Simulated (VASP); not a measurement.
Wanted: the native input for a VASP 6.6.1 run.

* Task: single point
* Functional: PBE
* Potentials or basis: VASP PAW PBE potentials, release 64 (Li_sv, O)
* Cutoff: 750 eV
* k mesh: 2 × 2 × 2
* Occupations: gaussian, width 0.1 eV
* Spin: collinear spin, zero start
* Starting moments: [0.0, 0.0, 0.0] μB
* Dipole correction: no
* Further INCAR settings: ALGO = Normal; EDIFF = 1e-06; NBANDS = 17

The structure of Li2O lies in POSCAR:

```
Li2O
1.0
    0.0000000000      2.3268543819      2.3268543819
    2.3268543819      0.0000000000      2.3268543819
    2.3268543819      2.3268543819      0.0000000000
Li O
2 1
Direct
    0.7500000000      0.7500000000      0.7500000000
    0.2500000000      0.2500000000      0.2500000000
    0.0000000000      0.0000000000      0.0000000000
```

The input as run:

INCAR

```
PREC = Accurate ; ENCUT = 750
EDIFF = 1E-6 ; ISMEAR = 0
SIGMA = 0.1 ; LREAL = False
LASPH = True ; NELM = 200
ALGO = Normal ; ISIF = 2
LWAVE = False ; LCHARG = True
ISPIN = 2 ; MAGMOM = 0 0 0
LORBIT = 11 ; GGA = PE
LELF = True ; LVHAR = True
NBANDS = 17 ; GGA_COMPAT = False
```

KPOINTS

```
Automatic mesh
0
Gamma
  2 2 2
```

Potentials or basis: VASP PAW PBE potentials, release 64 (Li_sv, O).

Run with:

```bash
$ cat potpaw_PBE.64/Li_sv/POTCAR potpaw_PBE.64/O/POTCAR > POTCAR
$ mpirun -np 1 vasp_std > vasp.out
```

Results of the run:

The pressure is 0.6 GPa and the band gap on the k mesh is 4.75 eV, indirect (least direct gap 4.96 eV). The net moment is 0.00 μB per cell. The valence electrons inside the program's atomic spheres are Li 2.11; O 5.05.

Caveat: the k points lie up to 1.17 Å⁻¹ apart.

It used 13 s of CPU time on 1 thread of AMD EPYC 7R13 Processor (Zen 3), on a shared host.
